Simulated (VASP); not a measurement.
BAs (t.b):

```
B As
1.0
     0.00000    2.38500    2.38500
     2.38500    0.00000    2.38500
     2.38500    2.38500    0.00000
B As
1 1
Direct
  0.00000 0.00000 0.00000
  0.25000 0.25000 0.25000
```

```yaml
Program: VASP 6.6.1
Task: relaxation of cell and atoms
Functional: PBE
Potentials_or_basis: VASP PAW PBE potentials, release 64 (B, As)
Cutoff: 500 eV
k_mesh: 10 × 10 × 10
Occupations: gaussian, width 0.02 eV
Spin: no spin polarisation
```

At the start: pressure 4.1 GPa; volume 13.57 Å³/atom.

How do energy, volume and symmetry change on relaxing?

Over 3 steps the energy falls by 5.0 meV/atom and the volume is 13.97 Å³/atom (+3.0 %); space group F-43m (No. 216, to 0.05 Å).

Step by step:
| step | energy change (eV) | largest force (eV/Å) | pressure (GPa) | volume (Å³) |
| --- | --- | --- | --- | --- |
| 1 | 0.0000 | 0.0000 | 4.08 | 27.13 |
| 2 | -0.0052 | 0.0000 | -2.59 | 28.51 |
| 3 | -0.0099 | 0.0000 | 0.01 | 27.93 |

Final structure:
```
B As
1.0
     0.00000    2.40826    2.40826
     2.40826    0.00000    2.40826
     2.40826    2.40826    0.00000
B As
1 1
Direct
  0.00000 0.00000 0.00000
  0.25000 0.25000 0.25000
```
